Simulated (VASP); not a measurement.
Wanted: the native input for a VASP 6.6.1 run.

| Quantity | Value |
| --- | --- |
| Task | relaxation of cell and atoms |
| Functional | PBE |
| Potentials or basis | VASP PAW PBE potentials, release 64 (Mg, B) |
| Cutoff | 600 eV |
| k mesh | 6 × 6 × 4 |
| Occupations | gaussian, width 0.1 eV |
| Spin | no spin polarisation |
| Dipole correction | no |
| Further INCAR settings | ALGO = Normal; EDIFF = 1e-07; IBRION = 2; EDIFFG = -0.04; NSW = 90; ISIF = 3 |

The structure of Mg2B3 lies in POSCAR:

```
Mg2B3
1.0
    3.9130684300      0.0000000000      0.0000000000
   -1.9565342200      3.3888166700      0.0000000000
    0.0000000000      0.0000000000      5.3116199300
Mg B
2 3
Direct
    0.3333333300      0.6666666700      0.5000000000
    0.6666666700      0.3333333300      0.5000000000
    0.0000000000      0.0000000000      0.7048169300
    0.0000000000      0.0000000000      0.2951830700
    0.0000000000      0.0000000000      0.0000000000
```

One way to write it, as run:

INCAR

```
SYSTEM = Mg2B3
PREC = Accurate
ENCUT = 600
EDIFF = 1E-7
ISMEAR = 0
SIGMA = 0.1
LREAL = .FALSE.
LASPH = .TRUE.
NELM = 100
ALGO = Normal
ISIF = 3
LWAVE = .FALSE.
LCHARG = .FALSE.
GGA = PE
IBRION = 2
NSW = 90
EDIFFG = -0.04
```

KPOINTS

```
regular mesh
0
G
  6 6 4
  0 0 0
```

Potentials or basis: VASP PAW PBE potentials, release 64 (Mg, B).

Launch:

```bash
$ cat potpaw_PBE.64/Mg/POTCAR potpaw_PBE.64/B/POTCAR > POTCAR
$ mpirun -np 1 vasp_std > vasp.out
```

It gave:

```yaml
Relaxed_volume: 16.82 Å³/atom
Relaxed_cell: a = 4.549 Å, b = 4.549 Å, c = 4.692 Å, α = 90.00°, β = 90.00°, γ = 120.00°
Space_group_after_relaxing_to_0.05_Å: P6/mmm (No. 191)
Energy_gained_by_relaxing: 531.9 meV/atom
Ionic_steps: 15
Pressure_after_relaxing: 0.0 GPa
Largest_force_after_relaxing: 0.005 eV/Å
```

Caveat: the volume moved by over 15 % at a fixed basis, so the end points are rough.

It took 2.8 min on 1 thread of Intel Xeon 6975P-C, on a shared host, peak memory 0.21 GiB.
